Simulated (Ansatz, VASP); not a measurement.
# Two plane-wave programs on Zn

```
Zn
1.0
     2.55255    0.00000    0.00000
    -1.27628    2.21058    0.00000
     0.00000    0.00000    4.84774
Zn
2
Direct
  0.33333 0.66667 0.25000
  0.66667 0.33333 0.75000
```

Alike in both runs: functional LDA; k mesh 18 × 18 × 10; occupations fermi-dirac, width 0.15 eV; no spin polarisation.

Ansatz relaxed the structure, and its values are those at the end. VASP's run is a single point on that final structure, the one shown.

|  | VASP | Ansatz |
| --- | --- | --- |
| version | VASP 6.6.1 | Ansatz 0.2.0 |
| potentials or method | VASP PAW LDA potentials, release 64 (Zn), cutoff 520 eV | scalar-relativistic, plane waves, PAW |
| valence electrons in the cell | 24 | 24 |

```tsv
	VASP	Ansatz	Ansatz less VASP
gap on the k mesh at the Fermi level (eV)	none	none	-
pressure (GPa)	0.7	0.0	-0.75
```

Ansatz warns that its potentials were made for another functional, while VASP's fit it. LDA's correlation is that of Perdew and Zunger in VASP and of Perdew and Wang (1992) in Ansatz. A gap of «none» marks a metal or a gap that the smearing closes.
